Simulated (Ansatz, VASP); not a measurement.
**MoS: VASP beside Ansatz**

```xyz
2
Lattice="0.0000 2.5072 2.5072 2.5072 0.0000 2.5072 2.5072 2.5072 0.0000" Properties=species:S:1:pos:R:3 pbc="T T T"
Mo    0.0000    0.0000    0.0000
S     2.5072    2.5072    2.5072
```

Alike in both runs: functional PBE; k mesh 14 × 14 × 14; occupations gaussian, width 0.1 eV; no spin polarisation; Hubbard terms Mo d U = 4.38 eV.

Ansatz relaxed the structure, and its values are those at the end. VASP's run is a single point on that final structure, the one shown.

|  | VASP | Ansatz |
| --- | --- | --- |
| version | VASP 6.6.1 | Ansatz 0.2.0 |
| potentials or method | VASP PAW PBE potentials, release 64 (Mo_sv, S), cutoff 520 eV | scalar-relativistic, plane waves, PAW |
| valence electrons in the cell | 20 | 20 |

```tsv
	VASP	Ansatz	Ansatz less VASP
gap on the k mesh at the Fermi level (eV)	none	none	-
pressure (GPa)	-0.2	0.0	+0.21
```

The programs project onto different local orbitals, so the same U acts differently, and such runs can settle in different states. A gap of «none» marks a metal or a gap that the smearing closes. Ansatz's warnings: filled band counts differ across k points.
